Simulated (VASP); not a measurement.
# Tl12O (a cell with a defect) in VASP: single point with PBE

Aim: the single point of Tl12O (a cell with a defect) with PBE.

All numbers are computed with VASP 6.6.1; they aren't measurements. Logs are shortened: lines on timing, memory, paths and dates and some standing lists are left out, and cuts for length are marked.

## 1. The cell of the first run

The cell holds a defect, 13 atoms: a = 6.920 Å, b = 10.380 Å, c = 5.533 Å, α = 90.00°, β = 90.00°, γ = 120.00°.

## 2. Single point, PBE

INCAR

```
SYSTEM = Tl12O
ALGO     = Normal         ! electronic algorithm
EDIFF    = 1E-7           ! SCF threshold, eV
ENCUT    = 520            ! plane-wave cutoff, eV
GGA      = PE             ! functional
ISIF     = 2              ! what is computed and relaxed
ISMEAR   = 0              ! smearing method
LASPH    = .TRUE.         ! aspherical terms in the spheres
LCHARG   = .FALSE.        ! write CHGCAR
LREAL    = .FALSE.        ! projectors in reciprocal space
LWAVE    = .FALSE.        ! write WAVECAR
NBANDS   = 93             ! bands
NELM     = 80             ! most SCF steps
PREC     = Accurate       ! precision mode
SIGMA    = 0.1            ! smearing width, eV
```

KPOINTS

```
k-points
0
G
  3 2 3
  0 0 0
```

POSCAR

```
Tl12O
1.0
    6.9200000000      0.0000000000      0.0000000000
   -5.1900000000      8.9893440000      0.0000000000
    0.0000000000      0.0000000000      5.5325400000
Tl O
12 1
Direct
    0.0011696301     -0.0023753680      0.0079289079
    0.1602318200      0.2167073593      0.5267811891
    0.0033054404      0.3328409726      0.0159691570
    0.1732644927      0.5534507301      0.4846133964
    0.0158293634      0.6767233516      0.0078343763
    0.1587306110      0.8866438975      0.5103232873
    0.5096974576      0.0034212730     -0.0108622803
    0.6525661070      0.2137817843      0.4922579864
    0.4926033302      0.3356287177      0.0151608484
    0.6639545653      0.5573155283      0.4830772123
    0.5065964878      0.6727072632     -0.0276957781
    0.6654883285      0.8915170006      0.4913428552
    0.8330787446      0.4454500796      0.7522356820
```

Potentials or basis: VASP PAW PBE potentials, release 64 (Tl_d, O).

Command:

```sh
$ cat potpaw_PBE.64/Tl_d/POTCAR potpaw_PBE.64/O/POTCAR > POTCAR
$ mpirun -np 1 vasp_std > vasp.out
```

OUTCAR:

```text
SYSTEM = Tl12O
   EDIFF = 1E-7
   ENCUT = 520
   GGA = PE
   ISIF = 2
   ISMEAR = 0
   LASPH = .TRUE.
   LREAL = .FALSE.
   NELM = 80
   PREC = Accurate

 ion  position               nearest neighbor table
   1  0.001  0.998  0.008-   2 3.31  12 3.35   6 3.37   5 3.38   6 3.39  11 3.40   7 3.43   9 3.46
                             3 3.47   2 3.48   7 3.49  12 3.50
   2  0.160  0.217  0.527-   1 3.31   3 3.36   9 3.36  12 3.41   6 3.42   8 3.43   3 3.45   4 3.46
                             9 3.46   1 3.48   8 3.50  10 3.52
   3  0.003  0.333  0.016-  13 2.50   4 3.26   2 3.36   8 3.37   9 3.37   7 3.42   2 3.45   1 3.47
                            11 3.51   5 3.53   4 3.55   9 3.55   8 3.58
   4  0.173  0.553  0.485-  13 2.52   3 3.26   5 3.34  11 3.36  10 3.38  12 3.46   2 3.46  11 3.47
                             6 3.51  10 3.54   3 3.55   5 3.55   8 3.57
   5  0.016  0.677  0.008-  13 2.52   6 3.34   4 3.34   6 3.36  10 3.37   1 3.38   7 3.41  11 3.42
                            11 3.51   3 3.53   4 3.55   9 3.58  10 3.59
   6  0.159  0.887  0.510-   5 3.34   5 3.36   1 3.37   7 3.38   1 3.39   8 3.41   2 3.42  10 3.42
                            12 3.44  12 3.48   4 3.51   7 3.57
   7  0.510  0.003  0.989-   8 3.34   8 3.37  12 3.37   6 3.38  12 3.39   5 3.41   3 3.42  11 3.42
                             1 3.43   1 3.49   9 3.51   6 3.57
   8  0.653  0.214  0.492-  13 2.53   7 3.34   9 3.35   7 3.37   3 3.37  12 3.39   6 3.41   2 3.43
                             2 3.50  10 3.53   9 3.55   4 3.57   3 3.58
   9  0.493  0.336  0.015-  13 2.51  10 3.27   8 3.35   2 3.36   3 3.37   1 3.46  11 3.46   2 3.46
                             7 3.51   3 3.55   8 3.55  10 3.56   5 3.58
  10  0.664  0.557  0.483-  13 2.51   9 3.27  11 3.35   5 3.37   4 3.38   6 3.42  11 3.45  12 3.46
                             2 3.52   8 3.53   4 3.54   9 3.56   5 3.59
  11  0.507  0.673  0.972-  12 3.31  10 3.35   4 3.36   1 3.40   5 3.42   7 3.42  10 3.45   9 3.46
                             4 3.47  12 3.48   5 3.51   3 3.51
  12  0.665  0.892  0.491-  11 3.31   1 3.35   7 3.37   7 3.39   8 3.39   2 3.41   6 3.44   4 3.46
                            10 3.46  11 3.48   6 3.48   1 3.50
  13  0.833  0.445  0.752-   3 2.50   9 2.51  10 2.51   5 2.52   4 2.52   8 2.53

  LATTYP: Found a simple monoclinic cell.
 ALAT       =     6.9200000000
 B/A-ratio  =     0.7995000000
 C/A-ratio  =     1.3228756993
 COS(beta)  =    -0.1889822302

  Lattice vectors:

 A1 = (   6.9200000000,   0.0000000000,   0.0000000000)
 A2 = (   0.0000000000,   0.0000000000,   5.5325400000)
 A3 = (  -1.7300000000,  -8.9893440000,   0.0000000000)

Analysis of symmetry for initial positions (statically):
=====================================================================
 Subroutine PRICEL returns:
 Original cell was already a primitive cell.

 Routine SETGRP: Setting up the symmetry group for a
 simple monoclinic supercell.

 Subroutine GETGRP returns: Found  1 space group operations
 (whereof  1 operations were pure point group operations)
 out of a pool of  4 trial point group operations.

The static configuration has the point symmetry C_1 .

Analysis of symmetry for dynamics (positions and initial velocities):
=====================================================================
 Subroutine PRICEL returns:
 Original cell was already a primitive cell.

 Routine SETGRP: Setting up the symmetry group for a
 simple monoclinic supercell.

 Subroutine GETGRP returns: Found  1 space group operations
 (whereof  1 operations were pure point group operations)
 out of a pool of  4 trial point group operations.

The dynamic configuration has the point symmetry C_1 .

 Subroutine INISYM returns: Found  1 space group operations
 (whereof  1 operations are pure point group operations),
 and found     1 'primitive' translations

----------------------------------------------------------------------------------------

                                     Primitive cell

  volume of cell :     344.1586

  direct lattice vectors                    reciprocal lattice vectors
     6.920000000  0.000000000  0.000000000     0.144508671  0.083432117  0.000000000
    -5.190000000  8.989344000  0.000000000     0.000000000  0.111242823  0.000000000
     0.000000000  0.000000000  5.532540000     0.000000000  0.000000000  0.180748806

  length of vectors
[... 71 lines left out ...]
 -----------------------------------------------------------------------------

 Subroutine IBZKPT returns following result:
 ===========================================

 Found     10 irreducible k-points:

 Following reciprocal coordinates:
            Coordinates               Weight
  0.000000  0.000000  0.000000      1.000000
  0.333333  0.000000  0.000000      2.000000
  0.000000  0.500000  0.000000      1.000000
  0.333333  0.500000  0.000000      2.000000
  0.000000  0.000000  0.333333      2.000000
  0.333333  0.000000  0.333333      2.000000
 -0.333333  0.000000  0.333333      2.000000
  0.000000  0.500000  0.333333      2.000000
  0.333333  0.500000  0.333333      2.000000
 -0.333333  0.500000  0.333333      2.000000
   k-points           NKPTS =     10   k-points in BZ     NKDIM =     10   number of bands    NBANDS=     93
   number of dos      NEDOS =    301   number of ions     NIONS =     13
   total plane-waves  NPLWV = 181440
   dimension x,y,z NGX =    54 NGY =   80 NGZ =   42
   dimension x,y,z NGXF=   108 NGYF=  160 NGZF=   84
   ions per type =              12   1
   NGX,Y,Z   is equivalent  to a cutoff of  12.97, 12.81, 12.62 a.u.
   NGXF,Y,Z  is equivalent  to a cutoff of  25.95, 25.63, 25.24 a.u.
 SYSTEM =  Tl12O
   PREC   = accura    normal or accurate (medium, high low for compatibility)
   ISTART =      0    job   : 0-new  1-cont  2-samecut
   ICHARG =      2    charge: 1-file 2-atom 10-const
   ISPIN  =      1    spin polarized calculation?
   LNONCOLLINEAR =      F non collinear calculations
   LSORBIT =      F    spin-orbit coupling
   LASPH  =      T    aspherical Exc in radial PAW
   ENCUT  =  520.0 eV  38.22 Ry    6.18 a.u.  12.87 19.30 10.29*2*pi/ulx,y,z
   NELM   =     80;   NELMIN=  2; NELMDL= -5     # of ELM steps
   EDIFF  = 0.1E-06   stopping-criterion for ELM
   LREAL  =      F    real-space projection
   EDIFFG = 0.1E-05   stopping-criterion for IOM
   NSW    =      0    number of steps for IOM
   IBRION =     -1    ionic relax: 0-MD 1-quasi-New 2-CG
   NFREE  =      0    steps in history (QN), initial steepest desc. (CG)
   ISIF   =      2    stress and relaxation
   ISYM   =      2    0-nonsym 1-usesym 2-fastsym
   POTIM  = 0.5000    time-step for ionic-motion
   TEBEG  =    0.0;   TEEND  =   0.0 temperature during run
   PSTRESS=    0.0 pullay stress
   NELECT =     162.0000    total number of electrons
   NUPDOWN=      -1.0000    fix difference up-down
   EMIN   =  10.00;   EMAX   =-10.00  energy-range for DOS
   EFERMI =   0.00;   METHOD = LEGACY
   ISMEAR =     0;   SIGMA  =   0.10  broadening in eV -4-tet -1-fermi 0-gaus
   EFERMI_NEDOS =   21; number of points for ismear=-14 and -15
   IALGO  =     38    algorithm
   IMIX   =      4    mixing-type and parameters
     AMIX     =   0.40;   BMIX     =  1.00
     AMIX_MAG =   1.60;   BMIX_MAG =  1.00
  volume/ion in A,a.u.               =      26.47       178.65
  Fermi-wavevector in a.u.,A,eV,Ry     =   1.273484  2.406536 22.065417  1.621762
  Thomas-Fermi vector in A             =   2.406305
   LORBIT       =      0    0 simple, 1 ext, 2 COOP (PROOUT), +10 PAW based schemes
   GGA     = PE    functional components
   LHFCALC =     F    Hartree Fock is set to
   AEXX    =    0.0000 exact exchange contribution
   IVDW    =     0    specifies the selected vdW correction
   LEPSILON=     F    determine dielectric tensor
   LRPA    =     F    only Hartree local field effects (RPA)
 non-spin polarized calculation
 Gauss-broadening in eV      SIGMA  =   0.10
  energy-cutoff  :      520.00
  volume of cell :      344.16
 maximum number of plane-waves:      9300
 NGX is ok and might be reduce to    54
   NGX = 25   NGY = 39   NGZ = 21

 number of electron     162.0000002 magnetization

 Free energy of the ion-electron system (eV)
  ---------------------------------------------------
  ext. energy  EPLUGINS =         0.00000000
  ---------------------------------------------------
  free energy    TOTEN  =       -32.28635126 eV

  energy without entropy =      -32.25467233  energy(sigma->0) =      -32.27051179

 E-fermi :   6.6448     XC(G=0): -10.3010

 val. band max:        6.6362200727   @ k =  -0.3333   0.5000   0.3333
 cond. band min:       6.6891341147   @ k =  -0.3333   0.5000   0.3333
 fundamental gap:      0.0529140420
 Fermi energy:         6.6448216742

 k-point     1 :       0.0000    0.0000    0.0000
  band No.  band energies     occupation
      1     -11.1909      2.00000
      2      -5.2329      2.00000
      3      -5.2140      2.00000
      4      -5.1485      2.00000
      5      -5.1315      2.00000
      6      -5.1262      2.00000
[... 949 lines left out ...]
     92      10.1960      0.00000
     93      10.3676      0.00000

------------------------ aborting loop because EDIFF is reached ----------------------------------------

  FORCE on cell =-STRESS in cart. coord.  units (eV):
  Direction    XX          YY          ZZ          XY          YZ          ZX
  --------------------------------------------------------------------------------------
  -------------------------------------------------------------------------------------
  Total        9.1228197      9.6862463      7.7846900     -0.6488372     -0.1122559     -0.4566256
  in kB       42.4698782     45.0928241     36.2404221     -3.0205616     -0.5225900     -2.1257499
  external PRESSURE =      41.2677081 kB  Pullay stress =       0.0000000 kB

 VOLUME and BASIS-vectors are now :
 -----------------------------------------------------------------------------
  energy-cutoff  :      520.00
  volume of cell :      344.16
      direct lattice vectors                 reciprocal lattice vectors
     6.920000000  0.000000000  0.000000000     0.144508671  0.083432117  0.000000000
    -5.190000000  8.989344000  0.000000000     0.000000000  0.111242823  0.000000000
     0.000000000  0.000000000  5.532540000     0.000000000  0.000000000  0.180748806

 POSITION                                       TOTAL-FORCE (eV/Angst)
 -----------------------------------------------------------------------------------
     -5.16958      8.96799      0.04387         0.003124     -0.004172     -0.000340
     -0.01591      1.94806      2.91444         0.003174      0.006710     -0.001098
     -1.70457      2.99202      0.08835         0.015967     -0.010148      0.006723
     -1.67342      4.97516      2.68114         0.024136      0.009015      0.000539
     -3.40266      6.08330      0.04334        -0.001089     -0.013845     -0.002702
     -3.50327      7.97035      2.82338        -0.005932     -0.000342     -0.000908
      3.50935      0.03075      5.47244         0.003683      0.000321      0.001733
      3.40623      1.92176      2.72344        -0.000648      0.015857      0.005932
      1.66690      3.01708      0.08388        -0.026135     -0.007619      0.003223
      1.70210      5.00990      2.67264        -0.005943      0.004336     -0.003829
      0.01430      6.04720      5.37931        -0.004044     -0.005424      0.004469
     -0.02179      8.01415      2.71837        -0.000576      0.004975      0.002167
      3.45302      4.00430      4.16177        -0.005717      0.000336     -0.015910
 -----------------------------------------------------------------------------------
    total drift:                               -0.000095      0.000117      0.000131

  FREE ENERGIE OF THE ION-ELECTRON SYSTEM (eV)
  ---------------------------------------------------
  free  energy   TOTEN  =       -32.2863512621 eV

  energy  without entropy=      -32.2546723266  energy(sigma->0) =      -32.27051179
```

It took 8.7 min on 1 thread of Intel Xeon Platinum 8259CL at 2.50GHz (Skylake/Cascade Lake), shared host; peak memory 0.56 GiB.

Results:

| Item | Value |
| --- | --- |
| Free energy | -32.2864 eV |
| Pressure | 4.1 GPa |
| Largest force | 0.027 eV/Å |
| Band gap on the k mesh | zero (bands 81 and 82 overlap by 0.71 eV) |

Forces on the atoms (eV/Å):
```
Tl   0.003 -0.004  0.000
Tl   0.003  0.007 -0.001
Tl   0.016 -0.010  0.007
Tl   0.024  0.009  0.001
Tl  -0.001 -0.014 -0.003
Tl  -0.006  0.000 -0.001
Tl   0.004  0.000  0.002
Tl  -0.001  0.016  0.006
Tl  -0.026 -0.008  0.003
Tl  -0.006  0.004 -0.004
Tl  -0.004 -0.005  0.004
Tl  -0.001  0.005  0.002
O   -0.006  0.000 -0.016
```

Caveat: the k points lie up to 0.38 Å⁻¹ apart, too coarse for converged energies and pressures of a metal; spin-orbit coupling is left out, which moves the levels of the heavy elements.
